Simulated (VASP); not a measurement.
A run of VASP 6.6.1 is set up as follows.

File INCAR:

```
PREC = Accurate
ENCUT = 520
EDIFF = 1E-7
ISMEAR = -1
SIGMA = 0.08
LREAL = F
LASPH = T
NELM = 60
ALGO = Normal
ISIF = 2
LWAVE = F
LCHARG = F
GGA = PS
NBANDS = 17
```

Contents of KPOINTS:

```
Automatic mesh
0
Gamma
  11 11 11
```

Contents of POSCAR:

```
SnTe
1.0
    0.0000000000      3.1774045827      3.1774045827
    3.1774045827      0.0000000000      3.1774045827
    3.1774045827      3.1774045827      0.0000000000
Sn Te
1 1
Direct
    0.0000000000      0.0000000000      0.0000000000
    0.5000000000      0.5000000000      0.5000000000
```

Potentials or basis: VASP PAW PBE potentials, release 64 (Sn_d, Te).

Command:

```sh
$ cat potpaw_PBE.64/Sn_d/POTCAR potpaw_PBE.64/Te/POTCAR > POTCAR
$ mpirun -np 1 vasp_std > vasp.out
```

Problem. Estimate the pressure.

Solution. -1.4 GPa.

Caveat: the PAW data sets were made with another functional, which shifts forces and pressure a little.
